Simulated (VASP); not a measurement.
# Os (Im-3m) in VASP: notebook

Os is run at these levels: PBE; tasks: single point, relaxation of cell and atoms.

Program: VASP 6.6.1. These are calculated values, not measurements. Logs are shortened: lines on timing, memory, paths and dates and some standing lists are left out, and cuts for length are marked.

### 1 The cell of the first run

Symmetry: Im-3m, No. 229, cubic system. The conventional cell has a = 3.092 Å, b = 3.092 Å, c = 3.092 Å, α = 90.00°, β = 90.00°, γ = 90.00°. Within 3.5 Å of Os (site symmetry m-3m) lie 14 Os at 2.68 to 3.09 Å.

This isn't the form of Os at room conditions, which is hcp.

### 2 Single point, PBE

Contents of INCAR:

```
  ALGO = Normal
  EDIFF = 1E-6
  ENCUT = 600
  GGA = PE
  GGA_COMPAT = F
  ISIF = 2
  ISMEAR = -1
  LASPH = T
  LCHARG = F
  LREAL = F
  LWAVE = F
  NBANDS = 10
  NELM = 120
  PREC = Accurate
  SIGMA = 0.05
```

Contents of KPOINTS:

```
k-points
0
Gamma
  10 10 10
```

Contents of POSCAR:

```
Os
1.0
   -1.5457841597      1.5457841597      1.5457841597
    1.5457841597     -1.5457841597      1.5457841597
    1.5457841597      1.5457841597     -1.5457841597
Os
1
Direct
    0.0000000000      0.0000000000      0.0000000000
```

Potentials or basis: VASP PAW PBE potentials, release 64 (Os).

Launch:

```sh
> cat potpaw_PBE.64/Os/POTCAR > POTCAR
> mpirun -np 1 vasp_std > vasp.out
```

OUTCAR:

```text
EDIFF = 1E-6
   ENCUT = 600
   GGA = PE
   ISIF = 2
   ISMEAR = -1
   LASPH = T
   LREAL = F
   NELM = 120
   PREC = Accurate

 ion  position               nearest neighbor table
   1  0.000  0.000  0.000-

  LATTYP: Found a body centered cubic cell.
 ALAT       =     3.0915683194

  Lattice vectors:

 A1 = (  -1.5457841597,   1.5457841597,   1.5457841597)
 A2 = (   1.5457841597,  -1.5457841597,   1.5457841597)
 A3 = (   1.5457841597,   1.5457841597,  -1.5457841597)

Analysis of symmetry for initial positions (statically):
=====================================================================
 Subroutine PRICEL returns:
 Original cell was already a primitive cell.

 Routine SETGRP: Setting up the symmetry group for a
 body centered cubic supercell.

 Subroutine GETGRP returns: Found 48 space group operations
 (whereof 48 operations were pure point group operations)
 out of a pool of 48 trial point group operations.

The static configuration has the point symmetry O_h .

Analysis of symmetry for dynamics (positions and initial velocities):
=====================================================================
 Subroutine PRICEL returns:
 Original cell was already a primitive cell.

 Routine SETGRP: Setting up the symmetry group for a
 body centered cubic supercell.

 Subroutine GETGRP returns: Found 48 space group operations
 (whereof 48 operations were pure point group operations)
 out of a pool of 48 trial point group operations.

The dynamic configuration has the point symmetry O_h .

 Subroutine INISYM returns: Found 48 space group operations
 (whereof 48 operations are pure point group operations),
 and found     1 'primitive' translations

----------------------------------------------------------------------------------------

                                     Primitive cell

  volume of cell :      14.7743

  direct lattice vectors                    reciprocal lattice vectors
    -1.545784160  1.545784160  1.545784160     0.000000000  0.323460424  0.323460424
     1.545784160 -1.545784160  1.545784160     0.323460424  0.000000000  0.323460424
     1.545784160  1.545784160 -1.545784160     0.323460424  0.323460424  0.000000000

  length of vectors
     2.677376702  2.677376702  2.677376702     0.457442119  0.457442119  0.457442119

  position of ions in fractional coordinates (direct lattice)
     0.000000000  0.000000000  0.000000000

  ion indices of the primitive-cell ions
   primitive index   ion index
                 1           1

----------------------------------------------------------------------------------------

 KPOINTS: k-points

Automatic generation of k-mesh.
 Grid dimensions read from file:
 generate k-points for:   10   10   10

 Generating k-lattice:

  Cartesian coordinates                     Fractional coordinates (reciprocal lattice)
     0.000000000  0.032346042  0.032346042     0.100000000  0.000000000  0.000000000
     0.032346042  0.000000000  0.032346042     0.000000000  0.100000000  0.000000000
     0.032346042  0.032346042  0.000000000     0.000000000  0.000000000  0.100000000

  Length of vectors
     0.045744212  0.045744212  0.045744212

  Shift w.r.t. Gamma in fractional coordinates (k-lattice)
     0.000000000  0.000000000  0.000000000

 Subroutine IBZKPT returns following result:
 ===========================================

 Found     47 irreducible k-points:

 Following reciprocal coordinates:
            Coordinates               Weight
  0.000000  0.000000  0.000000      1.000000
  0.100000  0.000000  0.000000     12.000000
  0.200000  0.000000  0.000000     12.000000
  0.300000  0.000000  0.000000     12.000000
  0.400000  0.000000  0.000000     12.000000
  0.500000  0.000000  0.000000      6.000000
[... 16 lines left out ...]
  0.300000  0.300000  0.100000      8.000000
 -0.300000  0.300000  0.100000     24.000000
 [... further k-points ...]
   k-points           NKPTS =     47   k-points in BZ     NKDIM =     47   number of bands    NBANDS=     10
   number of dos      NEDOS =    301   number of ions     NIONS =      1
   total plane-waves  NPLWV =  13824
   dimension x,y,z NGX =    24 NGY =   24 NGZ =   24
   dimension x,y,z NGXF=    48 NGYF=   48 NGZF=   48
   ions per type =               1
   NGX,Y,Z   is equivalent  to a cutoff of  14.90, 14.90, 14.90 a.u.
   NGXF,Y,Z  is equivalent  to a cutoff of  29.80, 29.80, 29.80 a.u.
 SYSTEM =  unknown system
   PREC   = accura    normal or accurate (medium, high low for compatibility)
   ISTART =      0    job   : 0-new  1-cont  2-samecut
   ICHARG =      2    charge: 1-file 2-atom 10-const
   ISPIN  =      1    spin polarized calculation?
   LNONCOLLINEAR =      F non collinear calculations
   LSORBIT =      F    spin-orbit coupling
   LASPH  =      T    aspherical Exc in radial PAW
   ENCUT  =  600.0 eV  44.10 Ry    6.64 a.u.   5.35  5.35  5.35*2*pi/ulx,y,z
   NELM   =    120;   NELMIN=  2; NELMDL= -5     # of ELM steps
   EDIFF  = 0.1E-05   stopping-criterion for ELM
   LREAL  =      F    real-space projection
   EDIFFG = 0.1E-04   stopping-criterion for IOM
   NSW    =      0    number of steps for IOM
   IBRION =     -1    ionic relax: 0-MD 1-quasi-New 2-CG
   NFREE  =      0    steps in history (QN), initial steepest desc. (CG)
   ISIF   =      2    stress and relaxation
   ISYM   =      2    0-nonsym 1-usesym 2-fastsym
   POTIM  = 0.5000    time-step for ionic-motion
   TEBEG  =    0.0;   TEEND  =   0.0 temperature during run
   PSTRESS=    0.0 pullay stress
   NELECT =       8.0000    total number of electrons
   NUPDOWN=      -1.0000    fix difference up-down
   EMIN   =  10.00;   EMAX   =-10.00  energy-range for DOS
   EFERMI =   0.00;   METHOD = LEGACY
   ISMEAR =    -1;   SIGMA  =   0.05  broadening in eV -4-tet -1-fermi 0-gaus
   EFERMI_NEDOS =   21; number of points for ismear=-14 and -15
   IALGO  =     38    algorithm
   IMIX   =      4    mixing-type and parameters
     AMIX     =   0.40;   BMIX     =  1.00
     AMIX_MAG =   1.60;   BMIX_MAG =  1.00
  volume/ion in A,a.u.               =      14.77        99.70
  Fermi-wavevector in a.u.,A,eV,Ry     =   1.334349  2.521553 24.224986  1.780486
  Thomas-Fermi vector in A             =   2.463137
   LORBIT       =      0    0 simple, 1 ext, 2 COOP (PROOUT), +10 PAW based schemes
   GGA     = PE    functional components
   LHFCALC =     F    Hartree Fock is set to
   AEXX    =    0.0000 exact exchange contribution
   IVDW    =     0    specifies the selected vdW correction
   LEPSILON=     F    determine dielectric tensor
   LRPA    =     F    only Hartree local field effects (RPA)
 non-spin polarized calculation
  energy-cutoff  :      600.00
  volume of cell :       14.77
 maximum number of plane-waves:       531
 NGX is ok and might be reduce to    24
   NGX = 11   NGY = 11   NGZ = 11

 number of electron       8.0000001 magnetization

 Free energy of the ion-electron system (eV)
  ---------------------------------------------------
  ext. energy  EPLUGINS =         0.00000000
  ---------------------------------------------------
  free energy    TOTEN  =       -10.37034018 eV

  energy without entropy =      -10.35930876  energy(sigma->0) =      -10.36482447

 E-fermi :   8.9152     XC(G=0): -13.7306

 val. band max:        8.8836820176   @ k =   0.1000   0.0000   0.0000
 cond. band min:       8.9364479443   @ k =  -0.3000   0.3000   0.3000
 fundamental gap:      0.0527659267
 Fermi energy:         8.9151975318

 k-point     1 :       0.0000    0.0000    0.0000
  band No.  band energies     occupation
      1      -1.7862      2.00000
      2       5.6819      2.00000
      3       5.6819      2.00000
      4       5.6819      2.00000
      5       8.8669      1.44865
      6       8.8669      1.44864
      7      25.1396      0.00000
      8      25.1396      0.00000
      9      25.1396      0.00000
     10      36.7242      0.00000

 k-point     2 :       0.1000    0.0000    0.0000
  band No.  band energies     occupation
      1      -1.3261      2.00000
      2       5.4528      2.00000
      3       5.6469      2.00000
      4       6.1110      2.00000
      5       8.5698      1.99800
      6       8.8837      1.30512
      7      25.4180      0.00000
      8      25.8717      0.00000
      9      25.8950      0.00000
     10      33.5567      0.00000

 k-point     3 :       0.2000    0.0000    0.0000
  band No.  band energies     occupation
      1      -0.1188      2.00000
      2       4.8993      2.00000
      3       5.4638      2.00000
      4       7.3423      2.00000
      5       8.2619      2.00000
      6       8.9640      0.54704
      7      25.3196      0.00000
      8      26.1215      0.00000
      9      27.9940      0.00000
     10      31.7196      0.00000

 k-point     4 :       0.3000    0.0000    0.0000
  band No.  band energies     occupation
      1       1.1080      2.00000
      2       4.2890      2.00000
      3       5.6856      2.00000
      4       8.4668      1.99974
      5       9.1436      0.02055
      6       9.1760      0.01081
      7      23.0717      0.00000
      8      23.6693      0.00000
      9      30.8637      0.00000
     10      31.0335      0.00000
[... 222 lines left out ...]
 k-point    22 :      -0.2000    0.2000    0.1000
  band No.  band energies     occupation
      1       0.3053      2.00000
      2       5.2826      2.00000
      3       5.5559      2.00000
      4       7.2104      2.00000
      5       7.2675      2.00000
      6       9.4951      0.00002
      7      25.6864      0.00000
      8      26.4072      0.00000
      9      28.4393      0.00000
     10      29.5302      0.00000

 k-point    23 :       0.3000    0.3000    0.1000
  band No.  band energies     occupation
      1       3.2527      2.00000
      2       4.8184      2.00000
      3       4.8184      2.00000
      4       9.4526      0.00004
      5       9.4526      0.00004
      6      15.2297      0.00000
      7      18.5323      0.00000
      8      18.5323      0.00000
      9      23.3337      0.00000
     10      33.6568      0.00000

 k-point    24 :      -0.3000    0.3000    0.1000
  band No.  band energies     occupation
      1       1.5271      2.00000
      2       4.7107      2.00000
      3       5.3489      2.00000
      4       7.7042      2.00000
      5       9.0494      0.12775
      6       9.6928      0.00000
      7      22.6550      0.00000
      8      25.0142      0.00000
      9      29.2788      0.00000
     10      31.5488      0.00000

 [... further k-points ...]

------------------------ aborting loop because EDIFF is reached ----------------------------------------

  FORCE on cell =-STRESS in cart. coord.  units (eV):
  Direction    XX          YY          ZZ          XY          YZ          ZX
  --------------------------------------------------------------------------------------
  -------------------------------------------------------------------------------------
  Total        0.0166026      0.0166026      0.0166026      0.0000000      0.0000000      0.0000000
  in kB        1.8004463      1.8004463      1.8004463      0.0000000      0.0000000      0.0000000
  external PRESSURE =       1.8004463 kB  Pullay stress =       0.0000000 kB

 VOLUME and BASIS-vectors are now :
 -----------------------------------------------------------------------------
  energy-cutoff  :      600.00
  volume of cell :       14.77
      direct lattice vectors                 reciprocal lattice vectors
    -1.545784160  1.545784160  1.545784160     0.000000000  0.323460424  0.323460424
     1.545784160 -1.545784160  1.545784160     0.323460424  0.000000000  0.323460424
     1.545784160  1.545784160 -1.545784160     0.323460424  0.323460424  0.000000000

 POSITION                                       TOTAL-FORCE (eV/Angst)
 -----------------------------------------------------------------------------------
      0.00000      0.00000      0.00000         0.000000      0.000000      0.000000
 -----------------------------------------------------------------------------------
    total drift:                                0.000000     -0.000000     -0.000000

  FREE ENERGIE OF THE ION-ELECTRON SYSTEM (eV)
  ---------------------------------------------------
  free  energy   TOTEN  =       -10.3703401784 eV

  energy  without entropy=      -10.3593087566  energy(sigma->0) =      -10.36482447
```

Wall time 5.4 s (1 thread of Intel Xeon Platinum 8488C (Sapphire Rapids), shared host); peak memory 0.14 GiB.

Results:

| Property | Result |
| --- | --- |
| Free energy | -10.3703 eV |
| Pressure | 0.2 GPa |
| Band gap on the k mesh | zero (bands 4 and 5 overlap by 4.00 eV) |

Caveat: spin-orbit coupling is left out, which moves the levels of the heavy elements.

### 3 Relaxation of cell and atoms, PBE

This run uses another cell than the first one, of 14.05 Å³/atom.

Contents of INCAR:

```
SYSTEM = Os
  ALGO = Normal
  EDIFF = 1E-7
  EDIFFG = -0.01
  ENCUT = 600
  GGA = PE
  GGA_COMPAT = .FALSE.
  IBRION = 2
  ISIF = 3
  ISMEAR = -1
  LASPH = .TRUE.
  LCHARG = .FALSE.
  LREAL = .FALSE.
  LWAVE = .FALSE.
  NELM = 120
  NELMIN = 4
  NSW = 80
  PREC = Accurate
  SIGMA = 0.05
```

Contents of KPOINTS:

```
k-points
0
G
  10 10 10
  0 0 0
```

Contents of POSCAR:

```
Os
1.0
   -1.5200000000      1.5200000000      1.5200000000
    1.5200000000     -1.5200000000      1.5200000000
    1.5200000000      1.5200000000     -1.5200000000
Os
1
Direct
    0.0000000000      0.0000000000      0.0000000000
```

Potentials or basis: VASP PAW PBE potentials, release 64 (Os).

Launch:

```sh
> cat potpaw_PBE.64/Os/POTCAR > POTCAR
> mpirun -np 1 vasp_std > vasp.out
```

Wall time 33 s (1 thread of Intel Xeon Platinum 8488C (Sapphire Rapids), shared host); peak memory 0.15 GiB.

It converged, with:

```
Free energy                           : -10.3700 eV
Relaxed volume                        : 14.78 Å³/atom
Relaxed cell                          : a = 2.678 Å, b = 2.678 Å, c = 2.678 Å, α = 109.47°, β = 109.47°, γ = 109.47°
Space group after relaxing (to 0.1 Å) : Im-3m (No. 229)
Pressure after relaxing               : 0.1 GPa
Band gap on the k mesh                : zero (bands 4 and 5 overlap by 4.00 eV)
```

Final structure:
```
CELL_PARAMETERS angstrom
-1.54586 1.54586 1.54586
1.54586 -1.54586 1.54586
1.54586 1.54586 -1.54586
ATOMIC_POSITIONS crystal
Os 0.00000 0.00000 0.00000
```

Levels at points of the mesh, in eV from the Fermi level:
| k point | band 1 | band 2 | band 3 | band 4 | band 5 | band 6 | band 7 | band 8 |
| --- | --- | --- | --- | --- | --- | --- | --- | --- |
| (0.00, 0.00, 0.00) | -10.70 | -3.23 | -3.23 | -3.23 | -0.05 | -0.05 | 16.22 | 16.22 |
| (0.50, 0.00, 0.00) | -7.51 | -5.23 | -0.19 | -0.18 | 0.56 | 3.15 | 8.74 | 12.46 |
| (0.50, 0.50, 0.50) | -7.09 | -7.09 | 2.35 | 2.35 | 2.35 | 7.80 | 7.80 | 7.80 |

Caveat: spin-orbit coupling is left out, which moves the levels of the heavy elements.
